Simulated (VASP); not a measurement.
## AlN: single point with LDA

The system is AlN.

```xyz
4
Lattice="3.3771 0.0000 0.0000 -1.6885 2.9246 0.0000 0.0000 0.0000 4.2697" Properties=species:S:1:pos:R:3 pbc="T T T"
Al    1.6885    0.9749    1.0674
Al    0.0000    1.9498    3.2023
N     1.6885    0.9749    3.2023
N     0.0000    1.9498    1.0674
```

- Program: VASP 6.6.1
- Task: single point
- Functional: LDA
- Potentials or basis: VASP PAW LDA potentials, release 64 (Al, N)
- Cutoff: 520 eV
- k mesh: 9 × 9 × 7
- Occupations: fermi-dirac, width 0.05 eV
- Spin: no spin polarisation
- Dipole correction: no
- Further INCAR settings: ALGO = Normal; EDIFF = 1e-06; NBANDS = 16

```json
{"Pressure": "-18.2 GPa", "Band gap on the k mesh": "2.85 eV, direct"}
```

Stress tensor (GPa, compression positive):
```
-18.84   0.00   0.00
  0.00 -18.84   0.00
  0.00   0.00 -17.07
```

Levels at points of the mesh, in eV from the valence-band top:
| k point | band 6 | band 7 | band 8 | band 9 | band 10 | band 11 |
| --- | --- | --- | --- | --- | --- | --- |
| (0.00, 0.00, 0.00) | -1.50 | -1.50 | 0.00 | 2.85 | 3.78 | 7.75 |

It took 27 s on 1 thread of AMD EPYC 7R43 64-Core Processor (Zen 3) (shared host), peak memory 0.12 GiB.

A k mesh can miss the band edges. A hybrid or GW would open this gap; LDA tends to underestimate it.
